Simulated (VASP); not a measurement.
A run of VASP 6.6.1 is set up as follows.

Contents of INCAR:

```
SYSTEM = Ti
PREC = Accurate ; ENCUT = 520
EDIFF = 1E-6 ; ISMEAR = 1
SIGMA = 0.1 ; LREAL = .FALSE.
LASPH = .TRUE. ; NELM = 80
ALGO = Normal ; ISIF = 2
LWAVE = .FALSE. ; LCHARG = .FALSE.
GGA = PS ; NBANDS = 12
```

The input KPOINTS:

```
Automatic mesh
0
G
  12 12 12
  0 0 0
```

Contents of POSCAR:

```
Ti
1.0
   -1.5725439971      1.5725439971      1.5725439971
    1.5725439971     -1.5725439971      1.5725439971
    1.5725439971      1.5725439971     -1.5725439971
Ti
1
Direct
    0.0000000000      0.0000000000      0.0000000000
```

Potentials or basis: VASP PAW PBE potentials, release 64 (Ti_sv).

Command:

```console
$ cat potpaw_PBE.64/Ti_sv/POTCAR > POTCAR
$ mpirun -np 1 vasp_std > vasp.out
```

Problem. Predict the pressure.

Solution. 7.4 GPa.

Problem. What does it give for the band gap on the k mesh?

Solution. Zero (band 6 reaches 10.22 eV, above the bottom of band 7 at 8.50 eV).

Caveat: the PAW data sets were made with another functional, which shifts forces and pressure a little.
